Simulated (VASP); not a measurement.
# LaTaTl3 (P4/mmm) in VASP: notebook

Runs on LaTaTl3. Level: PBE. Tasks: single point, relaxation of cell and atoms.

All numbers are computed with VASP 6.6.1; they aren't measurements. Logs are shortened: lines on timing, memory, paths and dates and some standing lists are left out, and cuts for length are marked.

**1. The cell of the first run**

The structure is tetragonal, space group P4/mmm (No. 123). The conventional cell has a = 4.266 Å, b = 4.266 Å, c = 8.575 Å, α = 90.00°, β = 90.00°, γ = 90.00°. La (site symmetry 4/mmm) has 4 Ta at 3.02 Å and 8 Tl at 4.08 Å within 4.1 Å. Ta (site symmetry 4/mmm) has 2 Tl at 2.75 Å and 4 La at 3.02 Å within 3.6 Å. Within 4.4 Å of Tl (site symmetry 4/mmm) lie 12 Tl at 3.38 to 4.27 Å and 2 La at 4.29 Å. Tl (site symmetry 4mm) has 1 Ta at 2.75 Å and 5 Tl at 3.07 to 3.38 Å within 3.6 Å.

The cell was built from a structure type or drawn by symmetry, and may not be a known phase.

**2. Single point, PBE**

Contents of INCAR:

```
ALGO     = Normal         # electronic algorithm
EDIFF    = 1E-6           # SCF threshold, eV
ENCUT    = 520            # plane-wave cutoff, eV
GGA      = PE             # functional
ISIF     = 2              # what is computed and relaxed
ISMEAR   = 0              # smearing method
LASPH    = T              # aspherical terms in the spheres
LCHARG   = T              # write CHGCAR
LELF     = T              # ELF
LREAL    = F              # projectors in reciprocal space
LVHAR    = T            
LWAVE    = F              # write WAVECAR
NBANDS   = 38             # bands
NELM     = 100            # most SCF steps
PREC     = Accurate       # precision mode
SIGMA    = 0.1            # smearing width, eV
```

Contents of KPOINTS:

```
k-points
0
Gamma
  4 4 2
```

Contents of POSCAR:

```
LaTaTl3
1.0
    4.2656014532      0.0000000000      0.0000000000
    0.0000000000      4.2656014532      0.0000000000
    0.0000000000      0.0000000000      8.5749209249
La Ta Tl
1 1 3
Direct
    0.0000000000      0.0000000000      0.0000000000
    0.5000000000      0.5000000000      0.0000000000
    0.0000000000      0.0000000000      0.5000000000
    0.5000000000      0.5000000000      0.3212627341
    0.5000000000      0.5000000000      0.6787372659
```

Potentials or basis: VASP PAW PBE potentials, release 64 (La, Ta_pv, Tl_d).

Launch:

```
cat potpaw_PBE.64/La/POTCAR potpaw_PBE.64/Ta_pv/POTCAR potpaw_PBE.64/Tl_d/POTCAR > POTCAR
mpirun -np 1 vasp_std > vasp.out
```

OUTCAR:

```text
EDIFF = 1E-6
   ENCUT = 520
   GGA = PE
   ISIF = 2
   ISMEAR = 0
   LASPH = T
   LREAL = F
   NELM = 100
   PREC = Accurate

 ion  position               nearest neighbor table
   1  0.000  0.000  0.000-   2 3.02   2 3.02   2 3.02   2 3.02
   2  0.500  0.500  0.000-   4 2.75   5 2.75   1 3.02   1 3.02   1 3.02   1 3.02
   3  0.000  0.000  0.500-   4 3.38   5 3.38   4 3.38   5 3.38   4 3.38   5 3.38   4 3.38   5 3.38

   4  0.500  0.500  0.321-   2 2.75   5 3.07   3 3.38   3 3.38   3 3.38   3 3.38
   5  0.500  0.500  0.679-   2 2.75   4 3.07   3 3.38   3 3.38   3 3.38   3 3.38

  LATTYP: Found a simple tetragonal cell.
 ALAT       =     4.2656014532
 C/A-ratio  =     2.0102489693

  Lattice vectors:

 A1 = (   4.2656014532,   0.0000000000,   0.0000000000)
 A2 = (   0.0000000000,   4.2656014532,   0.0000000000)
 A3 = (   0.0000000000,   0.0000000000,   8.5749209249)

Analysis of symmetry for initial positions (statically):
=====================================================================
 Subroutine PRICEL returns:
 Original cell was already a primitive cell.

 Routine SETGRP: Setting up the symmetry group for a
 simple tetragonal supercell.

 Subroutine GETGRP returns: Found 16 space group operations
 (whereof 16 operations were pure point group operations)
 out of a pool of 16 trial point group operations.

The static configuration has the point symmetry D_4h.

Analysis of symmetry for dynamics (positions and initial velocities):
=====================================================================
 Subroutine PRICEL returns:
 Original cell was already a primitive cell.

 Routine SETGRP: Setting up the symmetry group for a
 simple tetragonal supercell.

 Subroutine GETGRP returns: Found 16 space group operations
 (whereof 16 operations were pure point group operations)
 out of a pool of 16 trial point group operations.

The dynamic configuration has the point symmetry D_4h.

 Subroutine INISYM returns: Found 16 space group operations
 (whereof 16 operations are pure point group operations),
 and found     1 'primitive' translations

----------------------------------------------------------------------------------------

                                     Primitive cell

  volume of cell :     156.0237

  direct lattice vectors                    reciprocal lattice vectors
     4.265601453  0.000000000  0.000000000     0.234433529  0.000000000  0.000000000
     0.000000000  4.265601453  0.000000000     0.000000000  0.234433529  0.000000000
     0.000000000  0.000000000  8.574920925     0.000000000  0.000000000  0.116619151

  length of vectors
     4.265601453  4.265601453  8.574920925     0.234433529  0.234433529  0.116619151

  position of ions in fractional coordinates (direct lattice)
     0.000000000  0.000000000  0.000000000
     0.500000000  0.500000000  0.000000000
     0.000000000  0.000000000  0.500000000
     0.500000000  0.500000000  0.321262734
     0.500000000  0.500000000  0.678737266

  ion indices of the primitive-cell ions
   primitive index   ion index
                 1           1
                 2           2
                 3           3
                 4           4
                 5           5

----------------------------------------------------------------------------------------

 KPOINTS: k-points

Automatic generation of k-mesh.
 Grid dimensions read from file:
 generate k-points for:    4    4    2

 Generating k-lattice:

  Cartesian coordinates                     Fractional coordinates (reciprocal lattice)
     0.058608382  0.000000000  0.000000000     0.250000000  0.000000000  0.000000000
     0.000000000  0.058608382  0.000000000     0.000000000  0.250000000  0.000000000
     0.000000000  0.000000000  0.058309576     0.000000000  0.000000000  0.500000000

  Length of vectors
     0.058608382  0.058608382  0.058309576

  Shift w.r.t. Gamma in fractional coordinates (k-lattice)
     0.000000000  0.000000000  0.000000000

 Subroutine IBZKPT returns following result:
 ===========================================

 Found     12 irreducible k-points:

 Following reciprocal coordinates:
            Coordinates               Weight
  0.000000  0.000000  0.000000      1.000000
  0.250000  0.000000  0.000000      4.000000
  0.500000  0.000000  0.000000      2.000000
  0.250000  0.250000  0.000000      4.000000
  0.500000  0.250000  0.000000      4.000000
  0.500000  0.500000  0.000000      1.000000
  0.000000  0.000000  0.500000      1.000000
  0.250000  0.000000  0.500000      4.000000
  0.500000  0.000000  0.500000      2.000000
  0.250000  0.250000  0.500000      4.000000
  0.500000  0.250000  0.500000      4.000000
  0.500000  0.500000  0.500000      1.000000
   k-points           NKPTS =     12   k-points in BZ     NKDIM =     12   number of bands    NBANDS=     38
   number of dos      NEDOS =    301   number of ions     NIONS =      5
   total plane-waves  NPLWV =  65536
   dimension x,y,z NGX =    32 NGY =   32 NGZ =   64
   dimension x,y,z NGXF=    64 NGYF=   64 NGZF=  128
   ions per type =               1   1   3
   NGX,Y,Z   is equivalent  to a cutoff of  12.47, 12.47, 12.41 a.u.
   NGXF,Y,Z  is equivalent  to a cutoff of  24.94, 24.94, 24.82 a.u.
 SYSTEM =  unknown system
   PREC   = accura    normal or accurate (medium, high low for compatibility)
   ISTART =      0    job   : 0-new  1-cont  2-samecut
   ICHARG =      2    charge: 1-file 2-atom 10-const
   ISPIN  =      1    spin polarized calculation?
   LNONCOLLINEAR =      F non collinear calculations
   LSORBIT =      F    spin-orbit coupling
   LASPH  =      T    aspherical Exc in radial PAW
   ENCUT  =  520.0 eV  38.22 Ry    6.18 a.u.   7.93  7.93 15.94*2*pi/ulx,y,z
   NELM   =    100;   NELMIN=  2; NELMDL= -5     # of ELM steps
   EDIFF  = 0.1E-05   stopping-criterion for ELM
   LREAL  =      F    real-space projection
   EDIFFG = 0.1E-04   stopping-criterion for IOM
   NSW    =      0    number of steps for IOM
   IBRION =     -1    ionic relax: 0-MD 1-quasi-New 2-CG
   NFREE  =      0    steps in history (QN), initial steepest desc. (CG)
   ISIF   =      2    stress and relaxation
   ISYM   =      2    0-nonsym 1-usesym 2-fastsym
   POTIM  = 0.5000    time-step for ionic-motion
   TEBEG  =    0.0;   TEEND  =   0.0 temperature during run
   PSTRESS=    0.0 pullay stress
   NELECT =      61.0000    total number of electrons
   NUPDOWN=      -1.0000    fix difference up-down
   EMIN   =  10.00;   EMAX   =-10.00  energy-range for DOS
   EFERMI =   0.00;   METHOD = LEGACY
   ISMEAR =     0;   SIGMA  =   0.10  broadening in eV -4-tet -1-fermi 0-gaus
   EFERMI_NEDOS =   21; number of points for ismear=-14 and -15
   IALGO  =     38    algorithm
   IMIX   =      4    mixing-type and parameters
     AMIX     =   0.40;   BMIX     =  1.00
     AMIX_MAG =   1.60;   BMIX_MAG =  1.00
  volume/ion in A,a.u.               =      31.20       210.58
  Fermi-wavevector in a.u.,A,eV,Ry     =   1.197075  2.262143 19.496980  1.432988
  Thomas-Fermi vector in A             =   2.332999
   LORBIT       =      0    0 simple, 1 ext, 2 COOP (PROOUT), +10 PAW based schemes
   GGA     = PE    functional components
   LHFCALC =     F    Hartree Fock is set to
   AEXX    =    0.0000 exact exchange contribution
   IVDW    =     0    specifies the selected vdW correction
   LEPSILON=     F    determine dielectric tensor
   LRPA    =     F    only Hartree local field effects (RPA)
 non-spin polarized calculation
 Gauss-broadening in eV      SIGMA  =   0.10
  energy-cutoff  :      520.00
  volume of cell :      156.02
 maximum number of plane-waves:      4272
 NGX is ok and might be reduce to    32
   NGX = 15   NGY = 15   NGZ = 31

 number of electron      61.0000021 magnetization

 Free energy of the ion-electron system (eV)
  ---------------------------------------------------
  ext. energy  EPLUGINS =         0.00000000
  ---------------------------------------------------
  free energy    TOTEN  =       -20.61636984 eV

  energy without entropy =      -20.59692427  energy(sigma->0) =      -20.60664705

 E-fermi :   5.5613     XC(G=0):  -9.7831

 val. band max:        5.5269959471   @ k =   0.5000   0.0000   0.0000
 cond. band min:       5.5973121127   @ k =   0.5000   0.2500   0.5000
 fundamental gap:      0.0703161656
 Fermi energy:         5.5612538682

 k-point     1 :       0.0000    0.0000    0.0000
  band No.  band energies     occupation
      1     -28.7216      2.00000
      2     -28.7216      2.00000
      3     -28.7003      2.00000
      4     -26.5725      2.00000
      5     -10.3888      2.00000
      6     -10.2594      2.00000
[... 30 lines left out ...]
     37       8.1323      0.00000
     38       8.2286      0.00000

 k-point     2 :       0.2500    0.0000    0.0000
  band No.  band energies     occupation
      1     -28.7514      2.00000
      2     -28.7195      2.00000
      3     -28.6998      2.00000
      4     -26.5288      2.00000
      5     -10.4660      2.00000
      6     -10.3795      2.00000
[... 30 lines left out ...]
     37       8.0898      0.00000
     38       8.2440      0.00000

 k-point     3 :       0.5000    0.0000    0.0000
  band No.  band energies     occupation
      1     -28.7802      2.00000
      2     -28.7175      2.00000
      3     -28.6993      2.00000
      4     -26.4860      2.00000
      5     -10.6606      2.00000
      6     -10.3701      2.00000
[... 30 lines left out ...]
     37       8.2969      0.00000
     38       8.4070      0.00000

 k-point     4 :       0.2500    0.2500    0.0000
  band No.  band energies     occupation
      1     -28.7494      2.00000
      2     -28.7279      2.00000
      3     -28.6993      2.00000
      4     -26.5217      2.00000
      5     -10.5109      2.00000
      6     -10.3699      2.00000
[... 30 lines left out ...]
     37       8.1786      0.00000
     38       8.3037      0.00000
[... 211 lines left out ...]
      4     -26.5217      2.00000
      5     -10.5108      2.00000
      6     -10.3699      2.00000
[... 30 lines left out ...]
     37       8.1794      0.00000
     38       8.2018      0.00000

 k-point    11 :       0.5000    0.2500    0.5000
  band No.  band energies     occupation
      1     -28.7575      2.00000
      2     -28.7259      2.00000
      3     -28.6989      2.00000
      4     -26.5148      2.00000
      5     -10.5650      2.00000
      6     -10.4162      2.00000
[... 30 lines left out ...]
     37       7.6148      0.00000
     38       8.1980      0.00000

 k-point    12 :       0.5000    0.5000    0.5000
  band No.  band energies     occupation
      1     -28.7342      2.00000
      2     -28.7342      2.00000
      3     -28.6985      2.00000
      4     -26.5443      2.00000
      5     -10.4670      2.00000
      6     -10.4670      2.00000
[... 30 lines left out ...]
     37       7.5432      0.00000
     38       7.9938      0.00000

------------------------ aborting loop because EDIFF is reached ----------------------------------------

  FORCE on cell =-STRESS in cart. coord.  units (eV):
  Direction    XX          YY          ZZ          XY          YZ          ZX
  --------------------------------------------------------------------------------------
  -------------------------------------------------------------------------------------
  Total       -0.0289533     -0.0289533      0.0692093      0.0000000     -0.0000000     -0.0000000
  in kB       -0.2973157     -0.2973157      0.7106973      0.0000000     -0.0000000     -0.0000000
  external PRESSURE =       0.0386886 kB  Pullay stress =       0.0000000 kB

 VOLUME and BASIS-vectors are now :
 -----------------------------------------------------------------------------
  energy-cutoff  :      520.00
  volume of cell :      156.02
      direct lattice vectors                 reciprocal lattice vectors
     4.265601453  0.000000000  0.000000000     0.234433529  0.000000000  0.000000000
     0.000000000  4.265601453  0.000000000     0.000000000  0.234433529  0.000000000
     0.000000000  0.000000000  8.574920925     0.000000000  0.000000000  0.116619151

 POSITION                                       TOTAL-FORCE (eV/Angst)
 -----------------------------------------------------------------------------------
      0.00000      0.00000      0.00000         0.000000      0.000000      0.000000
      2.13280      2.13280      0.00000         0.000000      0.000000      0.000000
      0.00000      0.00000      4.28746         0.000000      0.000000      0.000000
      2.13280      2.13280      2.75480         0.000000     -0.000000     -0.028910
      2.13280      2.13280      5.82012         0.000000      0.000000      0.028910
 -----------------------------------------------------------------------------------
    total drift:                                0.000000     -0.000000     -0.000000

  FREE ENERGIE OF THE ION-ELECTRON SYSTEM (eV)
  ---------------------------------------------------
  free  energy   TOTEN  =       -20.6163698365 eV

  energy  without entropy=      -20.5969242663  energy(sigma->0) =      -20.60664705
```

Wall time 46 s (1 thread of Intel Xeon 6975P-C (Granite Rapids), shared host); peak memory 0.28 GiB.

Results:

```
Free energy            : -20.6164 eV
Pressure               : 0.0 GPa
Largest force          : 0.029 eV/Å
Band gap on the k mesh : zero (an odd number of electrons rules out a gap without spin polarisation)
```

Forces in eV/Å, atoms in the order of the input:
```
La   0.000  0.000  0.000
Ta   0.000  0.000  0.000
Tl   0.000  0.000  0.000
Tl   0.000  0.000 -0.029
Tl   0.000  0.000  0.029
```

Caveat: the k points lie up to 0.37 Å⁻¹ apart, too coarse for converged energies and pressures of a metal; spin-orbit coupling is left out, which moves the levels of the heavy elements.

**3. Single point, PBE**

This run uses another cell than the first one, of 33.77 Å³/atom.

Contents of INCAR:

```
SYSTEM = LaTaTl3
PREC = Accurate
ENCUT = 520
EDIFF = 1E-6
ISMEAR = 0
SIGMA = 0.1
LREAL = .False.
LASPH = .True.
NELM = 80
ALGO = Normal
ISIF = 2
LWAVE = .False.
LCHARG = .True.
GGA = PE
LELF = .True.
LVHAR = .True.
NBANDS = 38
```

Contents of KPOINTS:

```
regular mesh
0
Gamma
  4 4 2
  0 0 0
```

Contents of POSCAR:

```
LaTaTl3
1.0
    4.7412990500      0.0000000000      0.0000000000
    0.0000000000      4.7412990500      0.0000000000
    0.0000000000      0.0000000000      7.5103116000
La Ta Tl
1 1 3
Direct
    0.0000000000      0.0000000000      0.0000000000
    0.5000000000      0.5000000000      0.0000000000
    0.0000000000      0.0000000000      0.5000000000
    0.5000000000      0.5000000000      0.2915944300
    0.5000000000      0.5000000000      0.7084055700
```

Potentials or basis: VASP PAW PBE potentials, release 64 (La, Ta_pv, Tl_d).

Launch:

```
cat potpaw_PBE.64/La/POTCAR potpaw_PBE.64/Ta_pv/POTCAR potpaw_PBE.64/Tl_d/POTCAR > POTCAR
mpirun -np 1 vasp_std > vasp.out
```

It took 42 s on 1 thread of Intel Xeon 6975P-C (Granite Rapids), shared host; peak memory 0.3 GiB.

Results (log left out):

```yaml
Free_energy: -15.4061 eV
Pressure: 12.6 GPa
Largest_force: 12.122 eV/Å
Band_gap_on_the_k_mesh: zero (an odd number of electrons rules out a gap without spin polarisation)
```

Forces on the atoms (eV/Å):
```
La    0.000   0.000   0.000
Ta    0.000   0.000   0.000
Tl    0.000   0.000   0.000
Tl    0.000   0.000  12.122
Tl    0.000   0.000 -12.122
```

Stress tensor (GPa, compression positive):
```
-5.01  0.00  0.00
 0.00 -5.01  0.00
 0.00  0.00 47.77
```

Levels at points of the mesh, in eV from the Fermi level:
| k point | band 26 | band 27 | band 28 | band 29 | band 30 | band 31 | band 32 | band 33 | band 34 | band 35 |
| --- | --- | --- | --- | --- | --- | --- | --- | --- | --- | --- |
| (0.00, 0.00, 0.00) | -2.38 | -1.38 | -0.76 | -0.53 | -0.52 | -0.52 | 0.31 | 0.31 | 1.41 | 1.80 |
| (0.50, 0.00, 0.00) | -1.99 | -1.52 | -0.96 | -0.26 | -0.18 | 0.47 | 0.62 | 0.66 | 1.19 | 1.82 |
| (0.50, 0.50, 0.00) | -1.90 | -1.77 | -1.77 | -1.53 | -1.53 | -0.46 | -0.30 | 1.15 | 1.47 | 1.68 |
| (0.00, 0.00, 0.50) | -2.16 | -1.38 | -1.18 | -1.18 | -0.76 | 0.10 | 1.06 | 1.65 | 1.65 | 1.80 |
| (0.50, 0.00, 0.50) | -1.95 | -0.79 | -0.54 | -0.47 | 0.20 | 0.28 | 0.60 | 0.66 | 0.71 | 1.89 |
| (0.50, 0.50, 0.50) | -2.60 | -2.60 | -1.23 | -0.41 | 0.01 | 0.12 | 0.12 | 1.16 | 1.16 | 1.42 |

Caveat: the k points lie up to 0.42 Å⁻¹ apart, too coarse for converged energies and pressures of a metal; spin-orbit coupling is left out, which moves the levels of the heavy elements; forces of over 1 eV/Å act on the atoms, so gaps and moduli don't describe the material at rest.

(Continued in part 2 of 2.)
